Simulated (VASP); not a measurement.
# Pb (Fm-3m) in VASP: further runs, part 2 of 2

VASP 6.6.1. The steps go on from the part before.

### 3 Relaxation of cell and atoms, PBEsol

This run uses another cell than the first one, of 30.32 Å³/atom.

INCAR

```
ALGO     = Normal         # electronic algorithm
EDIFF    = 1E-6           # SCF threshold, eV
EDIFFG   = -0.03          # ionic threshold
ENCUT    = 600            # plane-wave cutoff, eV
GGA      = PS             # functional
IBRION   = 2              # ionic algorithm
ISIF     = 3              # what is computed and relaxed
ISMEAR   = -1             # smearing method
LASPH    = T              # aspherical terms in the spheres
LCHARG   = F              # write CHGCAR
LREAL    = F              # projectors in reciprocal space
LWAVE    = F              # write WAVECAR
NELM     = 60             # most SCF steps
NSW      = 80             # ionic steps
PREC     = Accurate       # precision mode
SIGMA    = 0.05           # smearing width, eV
```

KPOINTS

```
k-points
0
Gamma
  9 9 9
```

POSCAR

```
Pb
1.0
    3.5002070000      0.0000000000      0.0000000000
    1.7501035000      3.0312681805      0.0000000000
    1.7501035000      1.0104227268      2.8579070480
Pb
1
Direct
    0.0000000000      0.0000000000      0.0000000000
```

Potentials or basis: VASP PAW PBE potentials, release 64 (Pb_d).

Run with:

```sh
> cat potpaw_PBE.64/Pb_d/POTCAR > POTCAR
> mpirun -np 1 vasp_std > vasp.out
```

OUTCAR:

```text
EDIFF = 1E-6
   EDIFFG = -0.03
   ENCUT = 600
   GGA = PS
   IBRION = 2
   ISIF = 3
   ISMEAR = -1
   LASPH = T
   LREAL = F
   NELM = 60
   NSW = 80
   PREC = Accurate

 ion  position               nearest neighbor table
   1  0.000  0.000  0.000-

  LATTYP: Found a face centered cubic cell.
 ALAT       =     4.9500402105

  Lattice vectors:

 A1 = (   3.5002070000,   0.0000000000,   0.0000000000)
 A2 = (   1.7501035000,   3.0312681805,   0.0000000000)
 A3 = (   1.7501035000,   1.0104227268,   2.8579070480)

Analysis of symmetry for initial positions (statically):
=====================================================================
 Subroutine PRICEL returns:
 Original cell was already a primitive cell.

 Routine SETGRP: Setting up the symmetry group for a
 face centered cubic supercell.

 Subroutine GETGRP returns: Found 48 space group operations
 (whereof 48 operations were pure point group operations)
 out of a pool of 48 trial point group operations.

The static configuration has the point symmetry O_h .

Analysis of symmetry for dynamics (positions and initial velocities):
=====================================================================
 Subroutine PRICEL returns:
 Original cell was already a primitive cell.

 Routine SETGRP: Setting up the symmetry group for a
 face centered cubic supercell.

 Subroutine GETGRP returns: Found 48 space group operations
 (whereof 48 operations were pure point group operations)
 out of a pool of 48 trial point group operations.

The dynamic configuration has the point symmetry O_h .

 Subroutine INISYM returns: Found 48 space group operations
 (whereof 48 operations are pure point group operations),
 and found     1 'primitive' translations

----------------------------------------------------------------------------------------

                                     Primitive cell

  volume of cell :      30.3226

  direct lattice vectors                    reciprocal lattice vectors
     3.500207000  0.000000000  0.000000000     0.285697389 -0.164947464 -0.116635471
     1.750103500  3.031268181  0.000000000     0.000000000  0.329894929 -0.116635471
     1.750103500  1.010422727  2.857907048     0.000000000  0.000000000  0.349906412

  length of vectors
     3.500207000  3.500207000  3.500207000     0.349906412  0.349906412  0.349906412

  position of ions in fractional coordinates (direct lattice)
     0.000000000  0.000000000  0.000000000

  ion indices of the primitive-cell ions
   primitive index   ion index
                 1           1

----------------------------------------------------------------------------------------

 KPOINTS: k-points

Automatic generation of k-mesh.
 Grid dimensions read from file:
 generate k-points for:    9    9    9

 Generating k-lattice:

  Cartesian coordinates                     Fractional coordinates (reciprocal lattice)
     0.031744154 -0.018327496 -0.012959497     0.111111111  0.000000000  0.000000000
     0.000000000  0.036654992 -0.012959497     0.000000000  0.111111111  0.000000000
     0.000000000  0.000000000  0.038878490     0.000000000  0.000000000  0.111111111

[... 45 lines left out ...]
   NGXF,Y,Z  is equivalent  to a cutoff of  26.60, 26.60, 26.60 a.u.
 SYSTEM =  unknown system
   PREC   = accura    normal or accurate (medium, high low for compatibility)
   ISTART =      0    job   : 0-new  1-cont  2-samecut
   ICHARG =      2    charge: 1-file 2-atom 10-const
   ISPIN  =      1    spin polarized calculation?
   LNONCOLLINEAR =      F non collinear calculations
   LSORBIT =      F    spin-orbit coupling
   LASPH  =      T    aspherical Exc in radial PAW
   ENCUT  =  600.0 eV  44.10 Ry    6.64 a.u.   6.99  6.99  6.99*2*pi/ulx,y,z
   NELM   =     60;   NELMIN=  2; NELMDL= -5     # of ELM steps
   EDIFF  = 0.1E-05   stopping-criterion for ELM
   LREAL  =      F    real-space projection
   EDIFFG = -.3E-01   stopping-criterion for IOM
   NSW    =     80    number of steps for IOM
   IBRION =      2    ionic relax: 0-MD 1-quasi-New 2-CG
   NFREE  =      1    steps in history (QN), initial steepest desc. (CG)
   ISIF   =      3    stress and relaxation
   ISYM   =      2    0-nonsym 1-usesym 2-fastsym
   POTIM  = 0.5000    time-step for ionic-motion
   TEBEG  =    0.0;   TEEND  =   0.0 temperature during run
   PSTRESS=    0.0 pullay stress
   NELECT =      14.0000    total number of electrons
   NUPDOWN=      -1.0000    fix difference up-down
   EMIN   =  10.00;   EMAX   =-10.00  energy-range for DOS
   EFERMI =   0.00;   METHOD = LEGACY
   ISMEAR =    -1;   SIGMA  =   0.05  broadening in eV -4-tet -1-fermi 0-gaus
   EFERMI_NEDOS =   21; number of points for ismear=-14 and -15
   IALGO  =     38    algorithm
   IMIX   =      4    mixing-type and parameters
     AMIX     =   0.40;   BMIX     =  1.00
     AMIX_MAG =   1.60;   BMIX_MAG =  1.00
  volume/ion in A,a.u.               =      30.32       204.63
  Fermi-wavevector in a.u.,A,eV,Ry     =   1.265306  2.391081 21.782905  1.600998
  Thomas-Fermi vector in A             =   2.398566
   LORBIT       =      0    0 simple, 1 ext, 2 COOP (PROOUT), +10 PAW based schemes
   GGA     = PS    functional components
   LHFCALC =     F    Hartree Fock is set to
   AEXX    =    0.0000 exact exchange contribution
   IVDW    =     0    specifies the selected vdW correction
   LEPSILON=     F    determine dielectric tensor
   LRPA    =     F    only Hartree local field effects (RPA)
 conjugate gradient relaxation of ions
 non-spin polarized calculation
  energy-cutoff  :      600.00
  volume of cell :       30.32
 maximum number of plane-waves:      1022
   NGX = 13   NGY = 13   NGZ = 13

--------------------------------------- Ionic step        1  -------------------------------------------

 number of electron      13.9999999 magnetization

 Free energy of the ion-electron system (eV)
  ---------------------------------------------------
  ext. energy  EPLUGINS =         0.00000000
  ---------------------------------------------------
  free energy    TOTEN  =        -4.01738413 eV

  energy without entropy =       -4.01428209  energy(sigma->0) =       -4.01583311

------------------------ aborting loop because EDIFF is reached ----------------------------------------

  FORCE on cell =-STRESS in cart. coord.  units (eV):
  Direction    XX          YY          ZZ          XY          YZ          ZX
  --------------------------------------------------------------------------------------
  -------------------------------------------------------------------------------------
  Total       -0.1203157     -0.1203157     -0.1203157     -0.0000000      0.0000000      0.0000000
  in kB       -6.3572099     -6.3572099     -6.3572099     -0.0000000      0.0000000      0.0000000
  external PRESSURE =      -6.3572099 kB  Pullay stress =       0.0000000 kB
[... 57 lines left out ...]
--------------------------------------- Ionic step        3  -------------------------------------------

 number of electron      13.9999999 magnetization

 Free energy of the ion-electron system (eV)
  ---------------------------------------------------
  ext. energy  EPLUGINS =         0.00000000
  ---------------------------------------------------
  free energy    TOTEN  =        -4.01814791 eV

  energy without entropy =       -4.01509598  energy(sigma->0) =       -4.01662194

 E-fermi :   7.0852     XC(G=0): -10.4035

 val. band max:        6.8613931440   @ k =  -0.3333   0.3333   0.1111
 cond. band min:       7.0893622546   @ k =  -0.2222   0.3333   0.1111
 fundamental gap:      0.2279691106
 Fermi energy:         7.0852035754

 k-point     1 :       0.0000    0.0000    0.0000
  band No.  band energies     occupation
      1      -9.7554      2.00000
      2      -9.7554      2.00000
      3      -9.7554      2.00000
      4      -9.6077      2.00000
      5      -9.6077      2.00000
      6      -4.6130      2.00000
      7      14.7559      0.00000
      8      14.7559      0.00000
      9      14.7559      0.00000
     10      17.0153      0.00000
     11      18.7227      0.00000
[... 309 lines left out ...]
 k-point    24 :       0.4444    0.4444    0.0000
  band No.  band energies     occupation
      1      -9.9227      2.00000
      2      -9.8275      2.00000
      3      -9.4822      2.00000
      4      -9.4420      2.00000
      5      -9.4420      2.00000
      6       0.0755      2.00000
      7       4.4872      2.00000
      8       9.3971      0.00000
      9       9.3971      0.00000
     10      12.7422      0.00000
     11      13.9758      0.00000

 [... further k-points ...]

------------------------ aborting loop because EDIFF is reached ----------------------------------------

  FORCE on cell =-STRESS in cart. coord.  units (eV):
  Direction    XX          YY          ZZ          XY          YZ          ZX
  --------------------------------------------------------------------------------------
  -------------------------------------------------------------------------------------
  Total        0.0004502      0.0004502      0.0004502     -0.0000000     -0.0000000     -0.0000000
  in kB        0.0240925      0.0240925      0.0240925     -0.0000000     -0.0000000     -0.0000000
  external PRESSURE =       0.0240925 kB  Pullay stress =       0.0000000 kB
[... 16 lines left out ...]
  FREE ENERGIE OF THE ION-ELECTRON SYSTEM (eV)
  ---------------------------------------------------
  free  energy   TOTEN  =        -4.0181479097 eV

  energy  without entropy=       -4.0150959777  energy(sigma->0) =       -4.01662194

 reached required accuracy - stopping structural energy minimisation
```

It took 16 s on 1 thread of Intel Xeon Platinum 8488C (Sapphire Rapids), shared host; peak memory 0.17 GiB.

Results:

```yaml
Free_energy: -4.0181 eV
Relaxed_volume: 29.94 Å³/atom
Relaxed_cell: a = 3.485 Å, b = 3.485 Å, c = 3.485 Å, α = 60.00°, β = 60.00°, γ = 60.00°
Space_group_after_relaxing_to_0.1_Å: Fm-3m (No. 225)
Energy_gained_by_relaxing: 0.8 meV/atom
Ionic_steps: 3
Pressure_after_relaxing: 0.0 GPa
Band_gap_on_the_k_mesh: zero (bands 7 and 8 overlap by 9.09 eV)
```

The path:
```
step  energy change (eV)  largest force (eV/Å)  pressure (GPa)  volume (Å³)
   1              0.0000                0.0000           -0.64        30.32
   2             -0.0007                0.0000            0.24        29.80
   3             -0.0008                0.0000            0.00        29.94
```

Final structure:
```xyz
1
Lattice="3.4853 0.0000 0.0000 1.7427 3.0184 0.0000 1.7427 1.0061 2.8457" Properties=species:S:1:pos:R:3 pbc="T T T"
Pb    1.7427    1.0061    2.8457
```

Levels at points of the mesh, in eV from the Fermi level:
```csv
k point,band 3,band 4,band 5,band 6,band 7,band 8,band 9,band 10,band 11
"(0.00, 0.00, 0.00)",-16.84,-16.69,-16.69,-11.70,7.67,7.67,7.67,9.93,11.64
```

Caveat: the PAW data sets were made with another functional, which shifts forces and pressure a little; spin-orbit coupling is left out, which moves the levels of the heavy elements.
